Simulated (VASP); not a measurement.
Set up this calculation in VASP 6.6.1, as the native input.

```
Task                   : relaxation of cell and atoms
Functional             : BLYP
Potentials or basis    : VASP PAW PBE potentials, release 64 (Co)
Cutoff                 : 600 eV
k mesh                 : 16 × 16 × 16
Occupations            : fermi-dirac, width 0.1 eV
Spin                   : no spin polarisation
Dipole correction      : no
Further INCAR settings : ALGO = Normal; EDIFF = 1e-06; IBRION = 2; EDIFFG = -0.01; NSW = 80; ISIF = 3
```

The structure of Co lies in POSCAR:

```
Co
1.0
   -1.4041371717      1.4041371717      1.4041371717
    1.4041371717     -1.4041371717      1.4041371717
    1.4041371717      1.4041371717     -1.4041371717
Co
1
Direct
    0.0000000000      0.0000000000      0.0000000000
```

One way to write it, as run:

INCAR

```
PREC = Accurate
ENCUT = 600
EDIFF = 1E-6
ISMEAR = -1
SIGMA = 0.1
LREAL = False
LASPH = True
NELM = 100
ALGO = Normal
ISIF = 3
LWAVE = False
LCHARG = False
GGA = B5
ALDAX = 1.0
AGGAX = 1.0
AGGAC = 1.0
ALDAC = 0.0
IBRION = 2
NSW = 80
EDIFFG = -0.01
```

KPOINTS

```
regular mesh
0
Gamma
  16 16 16
```

Potentials or basis: VASP PAW PBE potentials, release 64 (Co).

Run with:

```bash
$ cat potpaw_PBE.64/Co/POTCAR > POTCAR
$ mpirun -np 1 vasp_std > vasp.out
```

Results of the run:

| Item | Value |
| --- | --- |
| Relaxed volume | 11.05 Å³/atom |
| Relaxed cell | a = 2.430 Å, b = 2.430 Å, c = 2.430 Å, α = 109.47°, β = 109.47°, γ = 109.47° |
| Space group after relaxing (to 0.05 Å) | Im-3m (No. 229) |
| Energy gained by relaxing | 0.0 meV/atom |
| Ionic steps | 3 |
| Pressure after relaxing | 0.0 GPa |

Caveat: the PAW data sets were made with another functional, which shifts forces and pressure a little; the run has no spin polarisation, though such a crystal can be magnetic.

It took 28 s on 1 thread of Intel Xeon 6975P-C (shared host), peak memory 0.14 GiB.
